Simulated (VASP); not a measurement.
# Mg3NiS4: single point with PBE

Mg3NiS4:

```
Mg Ni S
1.0
     3.52351    0.00000    0.00000
     0.00000    3.52351    0.00000
     0.00000    0.00000    9.80748
Mg Ni S
3 1 4
Direct
  0.00000 0.00000 0.75556
  0.00000 0.00000 0.24444
  0.50000 0.50000 0.50000
  0.50000 0.50000 0.00000
  0.00000 0.00000 0.00000
  0.50000 0.50000 0.23549
  0.00000 0.00000 0.50000
  0.50000 0.50000 0.76451
```

```yaml
Program: VASP 6.6.1
Task: single point
Functional: PBE
Potentials_or_basis: VASP PAW PBE potentials, release 64 (Mg, Ni, S)
Cutoff: 520 eV
k_mesh: 10 × 10 × 4
Occupations: gaussian, width 0.1 eV
Spin: no spin polarisation
```

```json
{
  "Pressure": "9.0 GPa",
  "Largest force": "0.028 eV/Å",
  "Band gap on the k mesh": "zero (bands 20 and 21 overlap by 1.70 eV)"
}
```

Forces on the atoms (eV/Å):
```
Mg   0.000  0.000  0.001
Mg   0.000  0.000 -0.001
Mg   0.000  0.000  0.000
Ni   0.000  0.000  0.000
S    0.000  0.000  0.000
S    0.000  0.000  0.028
S    0.000  0.000  0.000
S    0.000  0.000 -0.028
```

Stress tensor (GPa, compression positive):
```
8.99 0.00 0.00
0.00 8.99 0.00
0.00 0.00 9.09
```

Levels at points of the mesh, in eV from the Fermi level:
| k point | band 16 | band 17 | band 18 | band 19 | band 20 | band 21 | band 22 | band 23 | band 24 | band 25 |
| --- | --- | --- | --- | --- | --- | --- | --- | --- | --- | --- |
| (0.00, 0.00, 0.00) | -1.42 | -1.18 | -1.18 | -1.10 | -1.10 | -0.83 | 1.57 | 2.83 | 3.46 | 4.04 |
| (0.50, 0.00, 0.00) | -2.12 | -1.19 | -1.02 | -0.97 | 0.71 | 1.26 | 3.41 | 3.43 | 4.48 | 4.66 |
| (0.50, 0.50, 0.00) | -3.09 | -1.67 | -1.67 | -1.26 | -1.12 | -0.99 | 1.40 | 1.89 | 3.30 | 3.30 |
| (0.00, 0.00, 0.50) | -1.68 | -1.37 | -1.37 | -0.97 | -0.97 | -0.58 | 2.22 | 2.39 | 2.83 | 3.93 |
| (0.50, 0.00, 0.50) | -2.16 | -1.20 | -1.02 | -0.99 | 0.26 | 1.26 | 4.01 | 4.24 | 4.37 | 4.70 |
| (0.50, 0.50, 0.50) | -3.53 | -1.53 | -1.53 | -1.17 | -1.12 | -0.98 | 2.24 | 2.97 | 3.05 | 3.43 |

It took 5.7 min on 1 thread of Intel(R) Xeon(R) Platinum 8259CL CPU @ 2.50GHz (Skylake/Cascade Lake), on a shared host, peak memory 0.38 GiB.

Caveat: the cell stands under pressure; the run has no spin polarisation, though such a crystal can be magnetic. Spin polarisation is off, so any magnetic state and its effect on volume and gap are missing.
